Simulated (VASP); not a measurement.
Runs of VASP 6.6.1 on ZnS. The structure is that of space group F-43m (No. 216), or close to it. The cells are those of the table. 

```csv
task,cell,cutoff (eV),smearing,ions in elastic constants,gap on the mesh (eV),pressure (GPa)
single point,"a = 3.788 Å, angles 60.0°, 2 atoms",520,gaussian 0.02 eV,-,2.09,0.2
single point,"a = 3.788 Å, angles 60.0°, 2 atoms",500,methfessel-paxton 0.02 eV,-,2.09,0.2
single point,"a = 3.788 Å, angles 60.0°, 2 atoms",520,gaussian 0.01 eV,-,2.09,0.2
single point,"a = 3.993 Å, angles 60.0°, 2 atoms",520,gaussian 0.02 eV,-,1.43,-8.7
single point,"a = 3.410 Å, angles 60.0°, 2 atoms",500,gaussian 0.01 eV,-,2.27,(a)
```

Alike in all rows: level PBEsol; potentials or basis VASP PAW PBE potentials, release 64 (Zn, S); no spin polarisation; k mesh 10 × 10 × 10.

Task: Fill in the values left out.

Result: (a) 50.5.

Caveats: the PAW data sets were made with another functional, which shifts forces and pressure a little.

A k mesh can miss the band edges.
